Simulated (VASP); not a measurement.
A run of VASP 6.6.1 is set up as follows.

File INCAR:

```
SYSTEM = Ba
PREC = Accurate
ENCUT = 520
EDIFF = 1E-6
ISMEAR = -1
SIGMA = 0.1
LREAL = .FALSE.
LASPH = .TRUE.
NELM = 60
ALGO = Normal
ISIF = 2
LWAVE = .FALSE.
LCHARG = .TRUE.
GGA = PE
LELF = .TRUE.
LVHAR = .TRUE.
NBANDS = 17
```

KPOINTS

```
regular mesh
0
G
  10 10 6
  0 0 0
```

Contents of POSCAR:

```
Ba
1.0
    4.1138619692      0.0000000000      0.0000000000
   -2.0569309846      3.5627089730      0.0000000000
    0.0000000000      0.0000000000      6.6202687610
Ba
2
Direct
    0.3333333333      0.6666666667      0.2500000000
    0.6666666667      0.3333333333      0.7500000000
```

Potentials or basis: VASP PAW PBE potentials, release 64 (Ba_sv).

Run with:

```console
$ cat potpaw_PBE.64/Ba_sv/POTCAR > POTCAR
$ mpirun -np 1 vasp_std > vasp.out
```

What does it give for the band gap on the k mesh?

Zero (band 10 reaches 2.85 eV, above the bottom of band 11 at 2.25 eV).

Predict the pressure.

3.3 GPa.

Caveat: spin-orbit coupling is left out, which moves the levels of the heavy elements.
